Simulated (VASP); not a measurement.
# HfN (I4mm) in VASP: notebook, part 2 of 2

VASP 6.6.1.

## 4. Single point, PBE (mode 5 frozen in at -0.097 Å, normal strain along y +0.0233)

Input file INCAR:

```
SYSTEM = HfN
PREC     = Accurate       ! precision mode
ENCUT    = 520            ! plane-wave cutoff, eV
EDIFF    = 1E-6           ! SCF threshold, eV
ISMEAR   = 0              ! smearing method
SIGMA    = 0.15           ! smearing width, eV
LREAL    = .False.        ! projectors in reciprocal space
LASPH    = .True.         ! aspherical terms in the spheres
NELM     = 100            ! most SCF steps
ALGO     = Normal         ! electronic algorithm
ISIF     = 2              ! what is computed and relaxed
LWAVE    = .False.        ! write WAVECAR
LCHARG   = .False.        ! write CHGCAR
GGA      = PE             ! functional
NBANDS   = 14             ! bands
```

Input file KPOINTS:

```
regular mesh
0
Gamma
  16 16 16
  0 0 0
```

Input file POSCAR:

```
HfN
1.0
    0.0000000000      2.3267939086      2.2738140414
    2.2738140414      0.0000000000      2.2738140414
    2.2738140414      2.3267939086      0.0000000000
Hf N
1 1
Direct
    0.0016738745     -0.0016738745      0.0016738745
    0.4786701994      0.5213298006      0.4786701994
```

Potentials or basis: VASP PAW PBE potentials, release 64 (Hf_pv, N).

On the command line:

```console
$ cat potpaw_PBE.64/Hf_pv/POTCAR potpaw_PBE.64/N/POTCAR > POTCAR
$ mpirun -np 1 vasp_std > vasp.out
```

OUTCAR:

```text
SYSTEM = HfN
   PREC = Accurate
   ENCUT = 520
   EDIFF = 1E-6
   ISMEAR = 0
   LREAL = .False.
   LASPH = .True.
   NELM = 100
   ISIF = 2
   GGA = PE

 ion  position               nearest neighbor table
   1  0.002  0.998  0.002-   2 2.22   2 2.28   2 2.28   2 2.28   2 2.28   2 2.43
   2  0.479  0.521  0.479-   1 2.22   1 2.28   1 2.28   1 2.28   1 2.28   1 2.43

  LATTYP: Found a body centered tetragonal cell.
 ALAT       =     3.2156586557
 C/A-ratio  =     1.4471647384

  Lattice vectors:

 A1 = (   0.0000000000,  -2.3267939086,   2.2738140414)
 A2 = (   0.0000000000,  -2.3267939086,  -2.2738140414)
 A3 = (   2.2738140414,   2.3267939086,   0.0000000000)

Analysis of symmetry for initial positions (statically):
=====================================================================
 Subroutine PRICEL returns:
 Original cell was already a primitive cell.

 Routine SETGRP: Setting up the symmetry group for a
 body centered tetragonal supercell.

 Subroutine GETGRP returns: Found  8 space group operations
 (whereof  8 operations were pure point group operations)
 out of a pool of 16 trial point group operations.

The static configuration has the point symmetry C_4v.

Analysis of symmetry for dynamics (positions and initial velocities):
=====================================================================
 Subroutine PRICEL returns:
 Original cell was already a primitive cell.

 Routine SETGRP: Setting up the symmetry group for a
 body centered tetragonal supercell.

 Subroutine GETGRP returns: Found  8 space group operations
 (whereof  8 operations were pure point group operations)
 out of a pool of 16 trial point group operations.

The dynamic configuration has the point symmetry C_4v.

 Subroutine INISYM returns: Found  8 space group operations
 (whereof  8 operations are pure point group operations),
 and found     1 'primitive' translations

----------------------------------------------------------------------------------------

                                     Primitive cell

  volume of cell :      24.0601

  direct lattice vectors                    reciprocal lattice vectors
     0.000000000  2.326793909  2.273814041    -0.219894851  0.214887962  0.219894851
     2.273814041  0.000000000  2.273814041     0.219894851 -0.214887962  0.219894851
     2.273814041  2.326793909  0.000000000     0.219894851  0.214887962 -0.219894851

  length of vectors
     3.253336778  3.215658656  3.253336778     0.378000433  0.378000433  0.378000433

  position of ions in fractional coordinates (direct lattice)
     0.001673874  0.998326126  0.001673874
     0.478670199  0.521329801  0.478670199

  ion indices of the primitive-cell ions
   primitive index   ion index
                 1           1
                 2           2

----------------------------------------------------------------------------------------

 KPOINTS: regular mesh

Automatic generation of k-mesh.
 Grid dimensions read from file:
 generate k-points for:   16   16   16

 Generating k-lattice:

  Cartesian coordinates                     Fractional coordinates (reciprocal lattice)
    -0.013743428  0.013430498  0.013743428     0.062500000  0.000000000 -0.000000000
     0.013743428 -0.013430498  0.013743428     0.000000000  0.062500000  0.000000000
     0.013743428  0.013430498 -0.013743428    -0.000000000  0.000000000  0.062500000

  Length of vectors
     0.023625027  0.023625027  0.023625027

  Shift w.r.t. Gamma in fractional coordinates (k-lattice)
     0.000000000  0.000000000  0.000000000

 Subroutine IBZKPT returns following result:
 ===========================================

 Found    349 irreducible k-points:

 Following reciprocal coordinates:
            Coordinates               Weight
  0.000000  0.000000  0.000000      1.000000
  0.062500  0.000000  0.000000      8.000000
  0.125000  0.000000  0.000000      8.000000
  0.187500  0.000000  0.000000      8.000000
  0.250000  0.000000  0.000000      8.000000
  0.312500  0.000000  0.000000      8.000000
[... 16 lines left out ...]
 -0.125000  0.062500  0.000000     16.000000
 -0.062500  0.062500  0.000000      8.000000
 [... further k-points ...]
   k-points           NKPTS =    349   k-points in BZ     NKDIM =    349   number of bands    NBANDS=     14
   number of dos      NEDOS =    301   number of ions     NIONS =      2
   total plane-waves  NPLWV =  13824
   dimension x,y,z NGX =    24 NGY =   24 NGZ =   24
   dimension x,y,z NGXF=    48 NGYF=   48 NGZF=   48
   ions per type =               1   1
   NGX,Y,Z   is equivalent  to a cutoff of  12.26, 12.41, 12.26 a.u.
   NGXF,Y,Z  is equivalent  to a cutoff of  24.53, 24.82, 24.53 a.u.
 SYSTEM =  HfN
   PREC   = accura    normal or accurate (medium, high low for compatibility)
   ISTART =      0    job   : 0-new  1-cont  2-samecut
   ICHARG =      2    charge: 1-file 2-atom 10-const
   ISPIN  =      1    spin polarized calculation?
   LNONCOLLINEAR =      F non collinear calculations
   LSORBIT =      F    spin-orbit coupling
   LASPH  =      T    aspherical Exc in radial PAW
   ENCUT  =  520.0 eV  38.22 Ry    6.18 a.u.   6.05  5.98  6.05*2*pi/ulx,y,z
   NELM   =    100;   NELMIN=  2; NELMDL= -5     # of ELM steps
   EDIFF  = 0.1E-05   stopping-criterion for ELM
   LREAL  =      F    real-space projection
   EDIFFG = 0.1E-04   stopping-criterion for IOM
   NSW    =      0    number of steps for IOM
   IBRION =     -1    ionic relax: 0-MD 1-quasi-New 2-CG
   NFREE  =      0    steps in history (QN), initial steepest desc. (CG)
   ISIF   =      2    stress and relaxation
   ISYM   =      2    0-nonsym 1-usesym 2-fastsym
   POTIM  = 0.5000    time-step for ionic-motion
   TEBEG  =    0.0;   TEEND  =   0.0 temperature during run
   PSTRESS=    0.0 pullay stress
   NELECT =      15.0000    total number of electrons
   NUPDOWN=      -1.0000    fix difference up-down
   EMIN   =  10.00;   EMAX   =-10.00  energy-range for DOS
   EFERMI =   0.00;   METHOD = LEGACY
   ISMEAR =     0;   SIGMA  =   0.15  broadening in eV -4-tet -1-fermi 0-gaus
   EFERMI_NEDOS =   21; number of points for ismear=-14 and -15
   IALGO  =     38    algorithm
   IMIX   =      4    mixing-type and parameters
     AMIX     =   0.40;   BMIX     =  1.00
     AMIX_MAG =   1.60;   BMIX_MAG =  1.00
  volume/ion in A,a.u.               =      12.03        81.18
  Fermi-wavevector in a.u.,A,eV,Ry     =   1.398533  2.642844 26.611553  1.955894
  Thomas-Fermi vector in A             =   2.521681
   LORBIT       =      0    0 simple, 1 ext, 2 COOP (PROOUT), +10 PAW based schemes
   GGA     = PE    functional components
   LHFCALC =     F    Hartree Fock is set to
   AEXX    =    0.0000 exact exchange contribution
   IVDW    =     0    specifies the selected vdW correction
   LEPSILON=     F    determine dielectric tensor
   LRPA    =     F    only Hartree local field effects (RPA)
 non-spin polarized calculation
 Gauss-broadening in eV      SIGMA  =   0.15
  energy-cutoff  :      520.00
  volume of cell :       24.06
 maximum number of plane-waves:       661
   NGX = 13   NGY = 11   NGZ = 13

 number of electron      15.0000000 magnetization

 Free energy of the ion-electron system (eV)
  ---------------------------------------------------
  ext. energy  EPLUGINS =         0.00000000
  ---------------------------------------------------
  free energy    TOTEN  =       -21.68533627 eV

  energy without entropy =      -21.67860838  energy(sigma->0) =      -21.68197233

 E-fermi :   8.0079     XC(G=0): -12.5043

 val. band max:        7.9782370605   @ k =   0.3750  -0.1875   0.1875
 cond. band min:       8.0163689464   @ k =  -0.1250   0.1250   0.0000
 fundamental gap:      0.0381318860
 Fermi energy:         8.0079423877

 k-point     1 :       0.0000    0.0000    0.0000
  band No.  band energies     occupation
      1     -23.3285      2.00000
      2     -23.2846      2.00000
      3     -23.2846      2.00000
      4      -9.2521      2.00000
      5       4.8145      2.00000
      6       4.9127      2.00000
      7       4.9127      2.00000
      8       7.5343      1.99999
      9       7.9525      1.39908
     10       7.9525      1.39908
     11       9.2050      0.00000
     12      10.0510      0.00000
     13      10.1376      0.00000
     14      17.4509      0.00000
[... 375 lines left out ...]
 k-point    24 :      -0.0625    0.0625    0.0000
  band No.  band energies     occupation
      1     -23.3911      2.00000
      2     -23.3057      2.00000
      3     -23.3035      2.00000
      4      -9.0422      2.00000
      5       3.8661      2.00000
      6       4.4056      2.00000
      7       4.6185      2.00000
      8       7.6346      1.99957
      9       8.1384      0.21871
     10       8.3547      0.00108
     11       9.9163      0.00000
     12      10.4652      0.00000
     13      11.1009      0.00000
     14      18.1970      0.00000

 [... further k-points ...]
[... 5 lines left out ...]
  --------------------------------------------------------------------------------------
  -------------------------------------------------------------------------------------
  Total       -0.7023766     -1.5418528     -0.7023766      0.0000000     -0.0000000      0.0000000
  in kB      -46.7716621   -102.6728711    -46.7716621      0.0000000     -0.0000000      0.0000000
  external PRESSURE =     -65.4053984 kB  Pullay stress =       0.0000000 kB

 VOLUME and BASIS-vectors are now :
 -----------------------------------------------------------------------------
  energy-cutoff  :      520.00
  volume of cell :       24.06
      direct lattice vectors                 reciprocal lattice vectors
     0.000000000  2.326793909  2.273814041    -0.219894851  0.214887962  0.219894851
     2.273814041  0.000000000  2.273814041     0.219894851 -0.214887962  0.219894851
     2.273814041  2.326793909  0.000000000     0.219894851  0.214887962 -0.219894851

 POSITION                                       TOTAL-FORCE (eV/Angst)
 -----------------------------------------------------------------------------------
      2.27381      0.00779      2.27381         0.000000     -0.881465      0.000000
      2.27381      2.22753      2.27381         0.000000      0.881465      0.000000
 -----------------------------------------------------------------------------------
    total drift:                                0.000000     -0.000132      0.000000

  FREE ENERGIE OF THE ION-ELECTRON SYSTEM (eV)
  ---------------------------------------------------
  free  energy   TOTEN  =       -21.6853362744 eV

  energy  without entropy=      -21.6786083785  energy(sigma->0) =      -21.68197233
```

It took 44 s on 1 thread of Intel Xeon 6975P-C, shared host; peak memory 0.24 GiB.

Results:

```
Free energy   : -21.6853 eV
Pressure      : -6.5 GPa
Largest force : 0.881 eV/Å
```

Forces on the atoms (eV/Å):
```
Hf   0.000 -0.881  0.000
N    0.000  0.881  0.000
```

Stress tensor (GPa, compression positive):
```
 -4.68   0.00   0.00
  0.00 -10.27   0.00
  0.00   0.00  -4.68
```

Levels at points of the mesh, in eV from the Fermi level:
```tsv
k point	band 6	band 7	band 8	band 9	band 10	band 11
(0.00, 0.00, 0.00)	-3.10	-3.10	-0.47	-0.06	-0.06	1.20
(0.50, 0.00, 0.00)	-5.96	-5.96	3.05	3.43	3.44	4.26
(0.50, 0.50, 0.00)	-4.37	-3.77	-2.88	3.85	5.04	5.12
(0.50, 0.00, 0.50)	-3.60	-3.60	-3.58	3.90	5.03	5.19
```

Caveat: the cell differs from its parent crystal (mode 5 frozen in at -0.097 Å, normal strain along y +0.0233); spin-orbit coupling is left out, which moves the levels of the heavy elements.
